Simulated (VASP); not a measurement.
# InSb3 (C2) in VASP: single point with PBE

Aim: the single point of InSb3 with PBE.

Program: VASP 6.6.1. These are calculated values, not measurements. Logs are shortened: lines on timing, memory, paths and dates and some standing lists are left out, and cuts for length are marked.

### Step 1. The cell of the first run

It takes space group C2 (No. 5, monoclinic). The conventional cell has a = 8.984 Å, b = 5.269 Å, c = 5.162 Å, α = 90.00°, β = 124.14°, γ = 90.00°. Within 3.9 Å of In (site symmetry 2) lie 12 Sb at 2.98 to 3.75 Å. Within 3.8 Å of Sb (site symmetry 1) lie 7 Sb at 2.87 to 3.48 Å and 4 In at 2.98 to 3.42 Å. Sb (site symmetry 2) has 8 Sb at 2.87 to 3.46 Å and 4 In at 3.36 to 3.75 Å within 3.8 Å.

### Step 2. Single point, PBE (strained and its atoms moved)

Contents of INCAR:

```
SYSTEM = InSb3
  PREC = Accurate
  ENCUT = 520
  EDIFF = 1E-6
  ISMEAR = 0
  SIGMA = 0.1
  LREAL = .False.
  LASPH = .True.
  NELM = 100
  ALGO = Normal
  ISIF = 2
  LWAVE = .False.
  LCHARG = .False.
  GGA = PE
  NBANDS = 22
```

Contents of KPOINTS:

```
regular mesh
0
Gamma
  10 10 10
  0 0 0
```

Contents of POSCAR:

```
InSb3
1.0
    0.0588914936      3.6666405509      3.6976041198
    3.7085324382      0.0169996064      3.7394960070
    3.7255320445      3.7255320445      0.0000000000
In Sb
1 3
Direct
    0.0000000000      0.0000000000     -0.0360422368
    0.2304369651      0.3042570221      0.2222285003
    0.7695630349      0.6957429779      0.7569224875
    0.5000000000      0.5000000000      0.5568912490
```

Potentials or basis: VASP PAW PBE potentials, release 64 (In_d, Sb).

On the command line:

```console
> cat potpaw_PBE.64/In_d/POTCAR potpaw_PBE.64/Sb/POTCAR > POTCAR
> mpirun -np 1 vasp_std > vasp.out
```

OUTCAR:

```text
SYSTEM = InSb3
   PREC = Accurate
   ENCUT = 520
   EDIFF = 1E-6
   ISMEAR = 0
   LREAL = .False.
   LASPH = .True.
   NELM = 100
   ISIF = 2
   GGA = PE

 ion  position               nearest neighbor table
   1  0.000  0.000  0.964-   2 2.98   3 2.98   2 3.20   3 3.20   3 3.25   2 3.25   4 3.36   4 3.36
                             3 3.42   2 3.42   4 3.75   4 3.75
   2  0.230  0.304  0.222-   4 2.87   1 2.98   4 3.10   1 3.20   1 3.25   1 3.42   3 3.44   3 3.44
                             4 3.45   4 3.46   3 3.48
   3  0.770  0.696  0.757-   4 2.87   1 2.98   4 3.10   1 3.20   1 3.25   1 3.42   2 3.44   2 3.44
                             4 3.45   4 3.46   2 3.48
   4  0.500  0.500  0.557-   2 2.87   3 2.87   3 3.10   2 3.10   1 3.36   1 3.36   2 3.45   3 3.45
                             3 3.46   2 3.46   1 3.75   1 3.75

  LATTYP: Found a base centered monoclinic cell.
 ALAT       =     8.9844761354
 B/A-ratio  =     0.5864223873
 C/A-ratio  =     0.5744955685
 COS(beta)  =    -0.5611834065

  Lattice vectors:

 A1 = (   3.6666405509,   0.0588914936,  -3.6976041198)
 A2 = (  -0.0588914936,  -3.6666405509,  -3.6976041198)
 A3 = (  -3.6496409446,   3.6496409445,  -0.0418918872)

Analysis of symmetry for initial positions (statically):
=====================================================================
 Subroutine PRICEL returns:
 Original cell was already a primitive cell.

 Routine SETGRP: Setting up the symmetry group for a
 base centered monoclinic supercell.

 Subroutine GETGRP returns: Found  2 space group operations
 (whereof  2 operations were pure point group operations)
 out of a pool of  4 trial point group operations.

The static configuration has the point symmetry C_2 .

Analysis of symmetry for dynamics (positions and initial velocities):
=====================================================================
 Subroutine PRICEL returns:
 Original cell was already a primitive cell.

 Routine SETGRP: Setting up the symmetry group for a
 base centered monoclinic supercell.

 Subroutine GETGRP returns: Found  2 space group operations
 (whereof  2 operations were pure point group operations)
 out of a pool of  4 trial point group operations.

The dynamic configuration has the point symmetry C_2 .

 Subroutine INISYM returns: Found  2 space group operations
 (whereof  2 operations are pure point group operations),
 and found     1 'primitive' translations

----------------------------------------------------------------------------------------

                                     Primitive cell

  volume of cell :     101.1146

  direct lattice vectors                    reciprocal lattice vectors
     0.058891494  3.666640551  3.697604120    -0.137780382  0.137780382  0.136013196
     3.708532438  0.016999606  3.739496007     0.136236891 -0.136236891  0.132926213
     3.725532044  3.725532044  0.000000000     0.134980764  0.133437273 -0.134469705

  length of vectors
     5.207686373  5.266624367  5.268697944     0.237626718  0.234073405  0.232610004

  position of ions in fractional coordinates (direct lattice)
     0.000000000  0.000000000  0.963957763
     0.230436965  0.304257022  0.222228500
     0.769563035  0.695742978  0.756922487
     0.500000000  0.500000000  0.556891249

  ion indices of the primitive-cell ions
   primitive index   ion index
                 1           1
                 2           2
                 3           3
                 4           4

----------------------------------------------------------------------------------------

 KPOINTS: regular mesh

Automatic generation of k-mesh.
 Grid dimensions read from file:
 generate k-points for:   10   10   10

 Generating k-lattice:

  Cartesian coordinates                     Fractional coordinates (reciprocal lattice)
    -0.013778038  0.013778038  0.013601320     0.100000000  0.000000000  0.000000000
     0.013623689 -0.013623689  0.013292621     0.000000000  0.100000000  0.000000000
     0.013498076  0.013343727 -0.013446970     0.000000000  0.000000000  0.100000000

  Length of vectors
     0.023762672  0.023407341  0.023261000

  Shift w.r.t. Gamma in fractional coordinates (k-lattice)
     0.000000000  0.000000000  0.000000000

 Subroutine IBZKPT returns following result:
 ===========================================

 Found    282 irreducible k-points:

 Following reciprocal coordinates:
            Coordinates               Weight
  0.000000  0.000000  0.000000      1.000000
  0.100000 -0.000000  0.000000      2.000000
  0.200000 -0.000000  0.000000      2.000000
  0.300000  0.000000  0.000000      2.000000
  0.400000  0.000000  0.000000      2.000000
  0.500000  0.000000  0.000000      1.000000
[... 16 lines left out ...]
 -0.400000  0.200000  0.000000      2.000000
 -0.300000  0.200000  0.000000      2.000000
 [... further k-points ...]
   k-points           NKPTS =    282   k-points in BZ     NKDIM =    282   number of bands    NBANDS=     22
   number of dos      NEDOS =    301   number of ions     NIONS =      4
   total plane-waves  NPLWV =  64000
   dimension x,y,z NGX =    40 NGY =   40 NGZ =   40
   dimension x,y,z NGXF=    80 NGYF=   80 NGZF=   80
   ions per type =               1   3
   NGX,Y,Z   is equivalent  to a cutoff of  12.77, 12.63, 12.62 a.u.
   NGXF,Y,Z  is equivalent  to a cutoff of  25.54, 25.25, 25.24 a.u.
 SYSTEM =  InSb3
   PREC   = accura    normal or accurate (medium, high low for compatibility)
   ISTART =      0    job   : 0-new  1-cont  2-samecut
   ICHARG =      2    charge: 1-file 2-atom 10-const
   ISPIN  =      1    spin polarized calculation?
   LNONCOLLINEAR =      F non collinear calculations
   LSORBIT =      F    spin-orbit coupling
   LASPH  =      T    aspherical Exc in radial PAW
   ENCUT  =  520.0 eV  38.22 Ry    6.18 a.u.   9.68  9.79  9.80*2*pi/ulx,y,z
   NELM   =    100;   NELMIN=  2; NELMDL= -5     # of ELM steps
   EDIFF  = 0.1E-05   stopping-criterion for ELM
   LREAL  =      F    real-space projection
   EDIFFG = 0.1E-04   stopping-criterion for IOM
   NSW    =      0    number of steps for IOM
   IBRION =     -1    ionic relax: 0-MD 1-quasi-New 2-CG
   NFREE  =      0    steps in history (QN), initial steepest desc. (CG)
   ISIF   =      2    stress and relaxation
   ISYM   =      2    0-nonsym 1-usesym 2-fastsym
   POTIM  = 0.5000    time-step for ionic-motion
   TEBEG  =    0.0;   TEEND  =   0.0 temperature during run
   PSTRESS=    0.0 pullay stress
   NELECT =      28.0000    total number of electrons
   NUPDOWN=      -1.0000    fix difference up-down
   EMIN   =  10.00;   EMAX   =-10.00  energy-range for DOS
   EFERMI =   0.00;   METHOD = LEGACY
   ISMEAR =     0;   SIGMA  =   0.10  broadening in eV -4-tet -1-fermi 0-gaus
   EFERMI_NEDOS =   21; number of points for ismear=-14 and -15
   IALGO  =     38    algorithm
   IMIX   =      4    mixing-type and parameters
     AMIX     =   0.40;   BMIX     =  1.00
     AMIX_MAG =   1.60;   BMIX_MAG =  1.00
  volume/ion in A,a.u.               =      25.28       170.59
  Fermi-wavevector in a.u.,A,eV,Ry     =   1.067062  2.016454 15.491873  1.138621
  Thomas-Fermi vector in A             =   2.202666
   LORBIT       =      0    0 simple, 1 ext, 2 COOP (PROOUT), +10 PAW based schemes
   GGA     = PE    functional components
   LHFCALC =     F    Hartree Fock is set to
   AEXX    =    0.0000 exact exchange contribution
   IVDW    =     0    specifies the selected vdW correction
   LEPSILON=     F    determine dielectric tensor
   LRPA    =     F    only Hartree local field effects (RPA)
 non-spin polarized calculation
 Gauss-broadening in eV      SIGMA  =   0.10
  energy-cutoff  :      520.00
  volume of cell :      101.11
 maximum number of plane-waves:      2742
   NGX = 19   NGY = 19   NGZ = 19

 number of electron      28.0000004 magnetization

 Free energy of the ion-electron system (eV)
  ---------------------------------------------------
  ext. energy  EPLUGINS =         0.00000000
  ---------------------------------------------------
  free energy    TOTEN  =       -13.67714500 eV

  energy without entropy =      -13.66705319  energy(sigma->0) =      -13.67209909

 E-fermi :   8.9677     XC(G=0): -10.4429

 val. band max:        8.9661875746   @ k =   0.4000   0.1000   0.5000
 cond. band min:       8.9680938073   @ k =   0.3000   0.2000   0.0000
 fundamental gap:      0.0019062327
 Fermi energy:         8.9677197935

 k-point     1 :       0.0000    0.0000    0.0000
  band No.  band energies     occupation
      1      -5.7671      2.00000
      2      -5.7113      2.00000
      3      -5.7062      2.00000
      4      -5.6794      2.00000
      5      -5.6708      2.00000
      6      -4.0837      2.00000
[... 14 lines left out ...]
     21      16.4529      0.00000
     22      16.4905      0.00000

 k-point     2 :       0.1000   -0.0000    0.0000
  band No.  band energies     occupation
      1      -5.7656      2.00000
      2      -5.7124      2.00000
      3      -5.7059      2.00000
      4      -5.6797      2.00000
      5      -5.6710      2.00000
      6      -4.0017      2.00000
[... 14 lines left out ...]
     21      15.7562      0.00000
     22      16.2182      0.00000

 k-point     3 :       0.2000   -0.0000    0.0000
  band No.  band energies     occupation
      1      -5.7634      2.00000
      2      -5.7140      2.00000
      3      -5.7058      2.00000
      4      -5.6802      2.00000
      5      -5.6717      2.00000
      6      -3.7553      2.00000
[... 14 lines left out ...]
     21      14.2106      0.00000
     22      15.4138      0.00000

 k-point     4 :       0.3000    0.0000    0.0000
  band No.  band energies     occupation
      1      -5.7642      2.00000
      2      -5.7136      2.00000
      3      -5.7065      2.00000
      4      -5.6800      2.00000
      5      -5.6723      2.00000
      6      -3.3464      2.00000
[... 14 lines left out ...]
     21      14.6416      0.00000
     22      14.8460      0.00000

 k-point     5 :       0.4000    0.0000    0.0000
  band No.  band energies     occupation
      1      -5.7674      2.00000
      2      -5.7117      2.00000
      3      -5.7078      2.00000
      4      -5.6792      2.00000
      5      -5.6725      2.00000
      6      -2.7917      2.00000
[... 14 lines left out ...]
     21      14.4520      0.00000
     22      16.1959      0.00000

 k-point     6 :       0.5000    0.0000    0.0000
  band No.  band energies     occupation
      1      -5.7691      2.00000
      2      -5.7106      2.00000
      3      -5.7085      2.00000
      4      -5.6788      2.00000
      5      -5.6725      2.00000
      6      -2.3074      2.00000
[... 14 lines left out ...]
     21      15.1545      0.00000
     22      17.2230      0.00000

 k-point     7 :       0.0000    0.1000    0.0000
  band No.  band energies     occupation
      1      -5.7655      2.00000
      2      -5.7099      2.00000
      3      -5.7046      2.00000
      4      -5.6804      2.00000
      5      -5.6712      2.00000
      6      -4.0205      2.00000
[... 324 lines left out ...]
      6      -3.3606      2.00000
[... 14 lines left out ...]
     21      13.9189      0.00000
     22      15.1328      0.00000

 k-point    21 :       0.4000    0.2000    0.0000
  band No.  band energies     occupation
      1      -5.7574      2.00000
      2      -5.7254      2.00000
      3      -5.7002      2.00000
      4      -5.6802      2.00000
      5      -5.6758      2.00000
      6      -2.8844      2.00000
[... 14 lines left out ...]
     21      14.7830      0.00000
     22      15.2296      0.00000

 k-point    22 :       0.5000    0.2000    0.0000
  band No.  band energies     occupation
      1      -5.7566      2.00000
      2      -5.7248      2.00000
      3      -5.7013      2.00000
      4      -5.6810      2.00000
      5      -5.6757      2.00000
      6      -2.2858      2.00000
[... 14 lines left out ...]
     21      14.8460      0.00000
     22      16.0099      0.00000

 k-point    23 :      -0.4000    0.2000    0.0000
  band No.  band energies     occupation
      1      -5.7603      2.00000
      2      -5.7172      2.00000
      3      -5.7018      2.00000
      4      -5.6821      2.00000
      5      -5.6753      2.00000
      6      -2.2669      2.00000
[... 14 lines left out ...]
     21      14.9463      0.00000
     22      16.9854      0.00000

 k-point    24 :      -0.3000    0.2000    0.0000
  band No.  band energies     occupation
      1      -5.7631      2.00000
      2      -5.7090      2.00000
      3      -5.7014      2.00000
      4      -5.6843      2.00000
      5      -5.6739      2.00000
      6      -2.8554      2.00000
[... 14 lines left out ...]
     21      14.5829      0.00000
     22      16.0584      0.00000

 [... further k-points ...]

------------------------ aborting loop because EDIFF is reached ----------------------------------------

  FORCE on cell =-STRESS in cart. coord.  units (eV):
  Direction    XX          YY          ZZ          XY          YZ          ZX
  --------------------------------------------------------------------------------------
  -------------------------------------------------------------------------------------
  Total        5.4681508      5.4681508      5.4818684      0.0838506     -0.0699220      0.0699221
  in kB       86.6437167     86.6437167     86.8610736      1.3286254     -1.1079256      1.1079264
  external PRESSURE =      86.7161690 kB  Pullay stress =       0.0000000 kB

 VOLUME and BASIS-vectors are now :
 -----------------------------------------------------------------------------
  energy-cutoff  :      520.00
  volume of cell :      101.11
      direct lattice vectors                 reciprocal lattice vectors
     0.058891494  3.666640551  3.697604120    -0.137780382  0.137780382  0.136013196
     3.708532438  0.016999606  3.739496007     0.136236891 -0.136236891  0.132926213
     3.725532044  3.725532044  0.000000000     0.134980764  0.133437273 -0.134469705

 POSITION                                       TOTAL-FORCE (eV/Angst)
 -----------------------------------------------------------------------------------
      3.59126      3.59126      0.00000         0.460565      0.460565     -0.000000
      1.96984      1.67802      1.98983        -0.166830      0.894755     -0.752162
      5.44545      5.65348      5.44727         0.894755     -0.166830      0.752162
      3.95843      3.91654      3.71855        -1.188491     -1.188491     -0.000000
 -----------------------------------------------------------------------------------
    total drift:                               -0.000033     -0.000034     -0.000000

  FREE ENERGIE OF THE ION-ELECTRON SYSTEM (eV)
  ---------------------------------------------------
  free  energy   TOTEN  =       -13.6771449968 eV

  energy  without entropy=      -13.6670531866  energy(sigma->0) =      -13.67209909
```

Run time: 6.8 min. Hardware: 1 thread of Intel Xeon Platinum 8259CL at 2.50GHz (Skylake/Cascade Lake), shared host; peak memory 0.68 GiB.

Results:

```yaml
Free_energy: -13.6771 eV
Pressure: 8.7 GPa
Largest_force: 1.681 eV/Å
Band_gap_on_the_k_mesh: zero (band 14 reaches 10.14 eV, above the bottom of band 15 at 7.07 eV)
```

Forces in eV/Å, atoms in the order of the input:
```
In   0.461  0.461  0.000
Sb  -0.167  0.895 -0.752
Sb   0.895 -0.167  0.752
Sb  -1.188 -1.188  0.000
```

Stress tensor (GPa, compression positive):
```
 8.66  0.13  0.11
 0.13  8.66 -0.11
 0.11 -0.11  8.69
```

Levels at points of the mesh, in eV from the Fermi level:
```tsv
k point	band 11	band 12	band 13	band 14	band 15	band 16	band 17	band 18
(0.00, 0.00, 0.00)	-2.63	-2.54	-2.23	-2.15	-1.90	-1.23	-0.34	-0.17
(0.50, 0.00, 0.00)	-3.39	-3.23	-1.70	-0.10	-0.04	1.81	2.10	2.27
(0.00, 0.50, 0.00)	-4.20	-2.70	-2.63	-0.41	0.56	2.58	2.62	2.87
(0.50, 0.50, 0.00)	-5.34	0.19	0.94	1.18	1.45	1.46	2.35	2.58
(0.00, 0.00, 0.50)	-3.59	-2.89	-1.93	-0.32	0.17	1.58	1.85	2.91
(0.50, 0.00, 0.50)	-5.29	0.26	0.69	0.98	1.43	1.80	2.20	2.67
```

Caveat: the cell differs from its parent crystal (strained and its atoms moved); spin-orbit coupling is left out, which moves the levels of the heavy elements; forces of over 1 eV/Å act on the atoms, so gaps and moduli don't describe the material at rest.
